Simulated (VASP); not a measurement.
# Cd (Fd-3m) in VASP: notebook

Runs on Cd. Level: PBEsol. Tasks: relaxation of cell and atoms.

Everything below comes from runs of VASP 6.6.1. Logs are shortened: lines on timing, memory, paths and dates and some standing lists are left out, and cuts for length are marked.

### Step 1. The cell of the first run

It takes space group Fd-3m (No. 227, cubic). The conventional cell has a = 4.417 Å, b = 4.417 Å, c = 4.417 Å, α = 90.00°, β = 90.00°, γ = 90.00°. Within 2.5 Å of Cd (site symmetry -43m) lie 4 Cd at 1.91 Å.

This isn't the form of Cd at room conditions, which is hcp.

### Step 2. Relaxation of cell and atoms, PBEsol, target pressure 310 GPa, at which the enthalpy is minimised

INCAR

```
SYSTEM = Cd
  PREC = Accurate
  ENCUT = 600
  EDIFF = 1E-6
  ISMEAR = -1
  SIGMA = 0.1
  LREAL = .False.
  LASPH = .True.
  NELM = 100
  ALGO = Normal
  ISIF = 3
  LWAVE = .False.
  LCHARG = .False.
  GGA = PS
  IBRION = 2
  NSW = 60
  EDIFFG = -0.005
  PSTRESS = 3100.0
```

KPOINTS

```
Automatic mesh
0
Gamma
  14 14 14
  0 0 0
```

POSCAR

```
Cd
1.0
    0.0000000000      2.2084167952      2.2084167952
    2.2084167952      0.0000000000      2.2084167952
    2.2084167952      2.2084167952      0.0000000000
Cd
2
Direct
   -0.1250000000     -0.1250000000     -0.1250000000
    0.1250000000      0.1250000000      0.1250000000
```

Potentials or basis: VASP PAW PBE potentials, release 64 (Cd).

The run is started by

```console
cat potpaw_PBE.64/Cd/POTCAR > POTCAR
mpirun -np 1 vasp_std > vasp.out
```

OUTCAR:

```text
SYSTEM = Cd
   PREC = Accurate
   ENCUT = 600
   EDIFF = 1E-6
   ISMEAR = -1
   LREAL = .False.
   LASPH = .True.
   NELM = 100
   ISIF = 3
   GGA = PS
   IBRION = 2
   NSW = 60
   EDIFFG = -0.005
   PSTRESS = 3100.0

 ion  position               nearest neighbor table
   1  0.875  0.875  0.875-   2 1.91   2 1.91   2 1.91   2 1.91   2 3.66   2 3.66   2 3.66   2 3.66
                             2 3.66   2 3.66   2 3.66   2 3.66   2 3.66   2 3.66   2 3.66   2 3.66
   2  0.125  0.125  0.125-   1 1.91   1 1.91   1 1.91   1 1.91   1 3.66   1 3.66   1 3.66   1 3.66
                             1 3.66   1 3.66   1 3.66   1 3.66   1 3.66   1 3.66   1 3.66   1 3.66

  LATTYP: Found a face centered cubic cell.
 ALAT       =     4.4168335904

  Lattice vectors:

 A1 = (   0.0000000000,   2.2084167952,   2.2084167952)
 A2 = (   2.2084167952,   0.0000000000,   2.2084167952)
 A3 = (   2.2084167952,   2.2084167952,   0.0000000000)

Analysis of symmetry for initial positions (statically):
=====================================================================
 Subroutine PRICEL returns:
 Original cell was already a primitive cell.

 Routine SETGRP: Setting up the symmetry group for a
 face centered cubic supercell.

 Subroutine GETGRP returns: Found 48 space group operations
 (whereof 12 operations were pure point group operations)
 out of a pool of 48 trial point group operations.

The static configuration has the point symmetry D_3d.
 The point group associated with its full space group is O_h .

Analysis of symmetry for dynamics (positions and initial velocities):
=====================================================================
 Subroutine PRICEL returns:
 Original cell was already a primitive cell.

 Routine SETGRP: Setting up the symmetry group for a
 face centered cubic supercell.

 Subroutine GETGRP returns: Found 48 space group operations
 (whereof 12 operations were pure point group operations)
 out of a pool of 48 trial point group operations.

The dynamic configuration has the point symmetry D_3d.
 The point group associated with its full space group is O_h .

 Subroutine INISYM returns: Found 48 space group operations
 (whereof 12 operations are pure point group operations),
 and found     1 'primitive' translations

----------------------------------------------------------------------------------------

                                     Primitive cell

  volume of cell :      21.5414

  direct lattice vectors                    reciprocal lattice vectors
     0.000000000  2.208416795  2.208416795    -0.226406538  0.226406538  0.226406538
     2.208416795  0.000000000  2.208416795     0.226406538 -0.226406538  0.226406538
     2.208416795  2.208416795  0.000000000     0.226406538  0.226406538 -0.226406538

  length of vectors
     3.123172983  3.123172983  3.123172983     0.392147626  0.392147626  0.392147626

  position of ions in fractional coordinates (direct lattice)
     0.875000000  0.875000000  0.875000000
     0.125000000  0.125000000  0.125000000

  ion indices of the primitive-cell ions
   primitive index   ion index
                 1           1
                 2           2

----------------------------------------------------------------------------------------

 KPOINTS: Automatic mesh

Automatic generation of k-mesh.
 Grid dimensions read from file:
 generate k-points for:   14   14   14

 Generating k-lattice:

  Cartesian coordinates                     Fractional coordinates (reciprocal lattice)
    -0.016171896  0.016171896  0.016171896     0.071428571  0.000000000  0.000000000
     0.016171896 -0.016171896  0.016171896     0.000000000  0.071428571  0.000000000
     0.016171896  0.016171896 -0.016171896     0.000000000  0.000000000  0.071428571

  Length of vectors
     0.028010545  0.028010545  0.028010545

  Shift w.r.t. Gamma in fractional coordinates (k-lattice)
     0.000000000  0.000000000  0.000000000

 Subroutine IBZKPT returns following result:
 ===========================================

 Found    104 irreducible k-points:

 Following reciprocal coordinates:
            Coordinates               Weight
  0.000000  0.000000  0.000000      1.000000
  0.071429  0.000000  0.000000      8.000000
  0.142857  0.000000  0.000000      8.000000
  0.214286  0.000000  0.000000      8.000000
  0.285714  0.000000  0.000000      8.000000
  0.357143  0.000000  0.000000      8.000000
[... 16 lines left out ...]
  0.214286  0.142857  0.000000     24.000000
  0.285714  0.142857  0.000000     24.000000
 [... further k-points ...]
   k-points           NKPTS =    104   k-points in BZ     NKDIM =    104   number of bands    NBANDS=     16
   number of dos      NEDOS =    301   number of ions     NIONS =      2
   total plane-waves  NPLWV =  21952
   dimension x,y,z NGX =    28 NGY =   28 NGZ =   28
   dimension x,y,z NGXF=    56 NGYF=   56 NGZF=   56
   ions per type =               2
   NGX,Y,Z   is equivalent  to a cutoff of  14.90, 14.90, 14.90 a.u.
   NGXF,Y,Z  is equivalent  to a cutoff of  29.81, 29.81, 29.81 a.u.
 SYSTEM =  Cd
   PREC   = accura    normal or accurate (medium, high low for compatibility)
   ISTART =      0    job   : 0-new  1-cont  2-samecut
   ICHARG =      2    charge: 1-file 2-atom 10-const
   ISPIN  =      1    spin polarized calculation?
   LNONCOLLINEAR =      F non collinear calculations
   LSORBIT =      F    spin-orbit coupling
   LASPH  =      T    aspherical Exc in radial PAW
   ENCUT  =  600.0 eV  44.10 Ry    6.64 a.u.   6.24  6.24  6.24*2*pi/ulx,y,z
   NELM   =    100;   NELMIN=  2; NELMDL= -5     # of ELM steps
   EDIFF  = 0.1E-05   stopping-criterion for ELM
   LREAL  =      F    real-space projection
   EDIFFG = -.5E-02   stopping-criterion for IOM
   NSW    =     60    number of steps for IOM
   IBRION =      2    ionic relax: 0-MD 1-quasi-New 2-CG
   NFREE  =      1    steps in history (QN), initial steepest desc. (CG)
   ISIF   =      3    stress and relaxation
   ISYM   =      2    0-nonsym 1-usesym 2-fastsym
   POTIM  = 0.5000    time-step for ionic-motion
   TEBEG  =    0.0;   TEEND  =   0.0 temperature during run
   PSTRESS= 3100.0 pullay stress
   NELECT =      24.0000    total number of electrons
   NUPDOWN=      -1.0000    fix difference up-down
   EMIN   =  10.00;   EMAX   =-10.00  energy-range for DOS
   EFERMI =   0.00;   METHOD = LEGACY
   ISMEAR =    -1;   SIGMA  =   0.10  broadening in eV -4-tet -1-fermi 0-gaus
   EFERMI_NEDOS =   21; number of points for ismear=-14 and -15
   IALGO  =     38    algorithm
   IMIX   =      4    mixing-type and parameters
     AMIX     =   0.40;   BMIX     =  1.00
     AMIX_MAG =   1.60;   BMIX_MAG =  1.00
  volume/ion in A,a.u.               =      10.77        72.68
  Fermi-wavevector in a.u.,A,eV,Ry     =   1.697153  3.207153 39.189223  2.880327
  Thomas-Fermi vector in A             =   2.777885
   LORBIT       =      0    0 simple, 1 ext, 2 COOP (PROOUT), +10 PAW based schemes
   GGA     = PS    functional components
   LHFCALC =     F    Hartree Fock is set to
   AEXX    =    0.0000 exact exchange contribution
   IVDW    =     0    specifies the selected vdW correction
   LEPSILON=     F    determine dielectric tensor
   LRPA    =     F    only Hartree local field effects (RPA)
 conjugate gradient relaxation of ions
 non-spin polarized calculation
  energy-cutoff  :      600.00
  volume of cell :       21.54
 maximum number of plane-waves:       736
 NGX is ok and might be reduce to    28
   NGX = 13   NGY = 13   NGZ = 13

--------------------------------------- Ionic step        1  -------------------------------------------

 number of electron      24.0000003 magnetization

 Free energy of the ion-electron system (eV)
  ---------------------------------------------------
  ext. energy  EPLUGINS =         0.00000000
  ---------------------------------------------------
  free energy    TOTEN  =        24.90937838 eV

  energy without entropy =       24.92482639  energy(sigma->0) =       24.91710238

 E-fermi :  11.1859     XC(G=0): -15.1445

 val. band max:       11.0921106396   @ k =   0.4286   0.3571   0.0000
 cond. band min:      11.2068406264   @ k =  -0.2143   0.2857   0.0714
 fundamental gap:      0.1147299868
 Fermi energy:        11.1858522193

 k-point     1 :       0.0000    0.0000    0.0000
  band No.  band energies     occupation
      1      -6.5436      2.00000
      2      -6.5436      2.00000
      3      -5.6660      2.00000
      4      -5.6660      2.00000
      5      -5.6660      2.00000
      6      -4.9048      2.00000
[... 8 lines left out ...]
     15      22.4379      0.00000
     16      24.4053      0.00000
[... 1083 lines left out ...]
  FREE ENERGIE OF THE ION-ELECTRON SYSTEM (eV)
  ---------------------------------------------------
  free  energy   TOTEN  =        13.6598846072 eV

  energy  without entropy=       13.6801707734  energy(sigma->0) =       13.67002769

  enthalpy is  TOTEN    =        63.5147149723 eV   P V=       49.8548303651

--------------------------------------- Ionic step        6  -------------------------------------------

 number of electron      24.0000006 magnetization

 Free energy of the ion-electron system (eV)
  ---------------------------------------------------
  ext. energy  EPLUGINS =         0.00000000
  ---------------------------------------------------
  free energy    TOTEN  =        13.65987442 eV

  energy without entropy =       13.68016031  energy(sigma->0) =       13.67001737

 E-fermi :   8.2383     XC(G=0): -13.9691

 val. band max:        8.1851093580   @ k =   0.5000   0.3571   0.1429
 cond. band min:       8.2454578139   @ k =   0.5000   0.4286   0.0000
 fundamental gap:      0.0603484558
 Fermi energy:         8.2383484352

 k-point     1 :       0.0000    0.0000    0.0000
  band No.  band energies     occupation
      1      -6.8653      2.00000
      2      -6.8653      2.00000
      3      -6.4365      2.00000
      4      -6.4365      2.00000
      5      -6.4365      2.00000
      6      -5.5899      2.00000
[... 8 lines left out ...]
     15      19.5765      0.00000
     16      19.8520      0.00000
[... 459 lines left out ...]
 POSITION                                       TOTAL-FORCE (eV/Angst)
 -----------------------------------------------------------------------------------
      4.10248      4.10248      4.10248         0.000000      0.000000     -0.000000
      0.58607      0.58607      0.58607        -0.000000     -0.000000      0.000000
 -----------------------------------------------------------------------------------
    total drift:                                0.000000     -0.000000     -0.000000

  FREE ENERGIE OF THE ION-ELECTRON SYSTEM (eV)
  ---------------------------------------------------
  free  energy   TOTEN  =        13.6598744213 eV

  energy  without entropy=       13.6801603135  energy(sigma->0) =       13.67001737

  enthalpy is  TOTEN    =        63.5147142666 eV   P V=       49.8548398453

 reached required accuracy - stopping structural energy minimisation
```

Run time: 5.3 min. Hardware: 1 thread of AMD EPYC 7R13, shared host; peak memory 0.16 GiB.

What came out:

| Property | Result |
| --- | --- |
| Free energy | 13.6599 eV |
| Relaxed volume | 12.88 Å³/atom |
| Relaxed cell | a = 3.315 Å, b = 3.315 Å, c = 3.315 Å, α = 60.00°, β = 60.00°, γ = 60.00° |
| Space group after relaxing (to 0.1 Å) | Fd-3m (No. 227) |
| Energy change on relaxing (the run minimises the enthalpy) | -5624.8 meV/atom |
| Ionic steps | 6 |
| Pressure after relaxing | 310.0 GPa |
| Band gap on the k mesh | zero (bands 12 and 13 overlap by 13.47 eV) |

The path:
```
step  energy change (eV)  largest force (eV/Å)  pressure (GPa)  volume (Å³)
   1              0.0000                0.0000          574.66        21.54
   2             -9.7835                0.0000          -90.38       138.24
   3            -13.6827                0.0000          256.52        27.15
   4            -11.5796                0.0000          302.69        25.94
   5            -11.2495                0.0000          310.07        25.77
   6            -11.2495                0.0000          310.02        25.77
```

Final structure:
```cif
data_structure
_symmetry_space_group_name_H-M 'P 1'
_symmetry_Int_Tables_number 1
_cell_length_a 3.3153
_cell_length_b 3.3153
_cell_length_c 3.3153
_cell_angle_alpha 60.000
_cell_angle_beta 60.000
_cell_angle_gamma 60.000
_cell_volume 25.77
loop_
_atom_site_label
_atom_site_type_symbol
_atom_site_fract_x
_atom_site_fract_y
_atom_site_fract_z
_atom_site_occupancy
Cd1 Cd 0.87500 0.87500 0.87500 1
Cd2 Cd 0.12500 0.12500 0.12500 1
```

Caveat: the cell is relaxed towards a set pressure, so the run minimises the enthalpy, not the energy; the volume moved by over 15 % at a fixed basis, so the end points are rough; the PAW data sets were made with another functional, which shifts forces and pressure a little.

### Step 3. Relaxation of cell and atoms, PBEsol, target pressure 310 GPa, at which the enthalpy is minimised

This run uses another cell than the first one, of 12.68 Å³/atom.

INCAR

```
ALGO = Normal
EDIFF = 1E-6
EDIFFG = -0.005
ENCUT = 600
GGA = PS
IBRION = 2
ISIF = 3
ISMEAR = -1
LASPH = True
LCHARG = False
LREAL = False
LWAVE = False
NELM = 60
NSW = 32
PREC = Accurate
PSTRESS = 3100.0
SIGMA = 0.1
```

KPOINTS

```
k-points
0
Gamma
  14 14 14
```

POSCAR

```
Cd
1.0
    0.0000000000      2.3319687459      2.3319687459
    2.3319687459      0.0000000000      2.3319687459
    2.3319687459      2.3319687459      0.0000000000
Cd
2
Direct
   -0.1250000000     -0.1250000000     -0.1250000000
    0.1250000000      0.1250000000      0.1250000000
```

Potentials or basis: VASP PAW PBE potentials, release 64 (Cd).

The run is started by

```console
cat potpaw_PBE.64/Cd/POTCAR > POTCAR
mpirun -np 1 vasp_std > vasp.out
```

It took 3.7 min on 1 thread of AMD EPYC 7R13, shared host; peak memory 0.17 GiB.

The run converged. Its results:

| Item | Value |
| --- | --- |
| Free energy | 13.6598 eV |
| Relaxed volume | 12.88 Å³/atom |
| Relaxed cell | a = 3.315 Å, b = 3.315 Å, c = 3.315 Å, α = 60.00°, β = 60.00°, γ = 60.00° |
| Space group after relaxing (to 0.1 Å) | Fd-3m (No. 227) |
| Energy change on relaxing (the run minimises the enthalpy) | -399.3 meV/atom |
| Ionic steps | 4 |
| Pressure after relaxing | 309.9 GPa |
| Band gap on the k mesh | zero (bands 12 and 13 overlap by 13.47 eV) |

Step by step:
```
step  energy change (eV)  largest force (eV/Å)  pressure (GPa)  volume (Å³)
   1              0.0000                0.0000          327.83        25.36
   2             -7.9702                0.0000          156.79        30.90
   3             -0.8855                0.0000          308.05        25.81
   4             -0.7987                0.0000          309.94        25.76
```

Final structure:
```
CELL_PARAMETERS angstrom
0.00000 2.34421 2.34421
2.34421 0.00000 2.34421
2.34421 2.34421 0.00000
ATOMIC_POSITIONS crystal
Cd 0.87500 0.87500 0.87500
Cd 0.12500 0.12500 0.12500
```

Levels at points of the mesh, in eV from the Fermi level:
```tsv
k point	band 10	band 11	band 12	band 13	band 14	band 15
(0.00, 0.00, 0.00)	-8.99	-8.99	10.90	10.90	10.90	11.61
(0.50, 0.00, 0.00)	-9.25	-7.20	-5.02	6.80	6.80	8.09
(0.50, 0.50, 0.00)	-8.92	-3.93	-3.93	0.46	0.46	7.57
```

Caveat: the cell is relaxed towards a set pressure, so the run minimises the enthalpy, not the energy; the PAW data sets were made with another functional, which shifts forces and pressure a little.
